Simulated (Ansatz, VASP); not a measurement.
One calculation of Ba2SeS, two programs

```
S Ba Se
1.0
     4.57777    0.00000    0.00000
     0.00000    4.57777    0.00000
     0.00000    0.00000    6.47513
S Ba Se
1 2 1
Direct
  0.00000 0.00000 0.00000
  0.00000 0.00000 0.50000
  0.50000 0.50000 0.00000
  0.50000 0.50000 0.50000
```

Alike in both runs: task single point; functional r2SCAN; k mesh 4 × 4 × 4; no spin polarisation.

|  | VASP | Ansatz |
| --- | --- | --- |
| version | VASP 6.6.1 | Ansatz 0.2.0 |
| potentials or method | VASP PAW PBE potentials, release 64 (S, Ba_sv, Se) | plane waves, PAW |
| plane-wave cutoff (eV) | 520 | 500 |
| occupations | gaussian, width 0.01 eV | fixed |
| valence electrons in the cell | 32 | 42 |

VASP gave:

| Property | Result |
| --- | --- |
| gap on the k mesh at the Fermi level (eV) | 2.32 |
| pressure (GPa) | 1.9 |

Which values does Ansatz return?

gap on the k mesh at the Fermi level (eV): 2.41; pressure (GPa): 1.4.

VASP's potentials were made for PBE, not for r2SCAN. VASP's potentials hold 32 valence electrons a cell and Ansatz's 42, so a difference there can come from the potentials and not from the codes.

Neither program's run includes spin-orbit coupling.
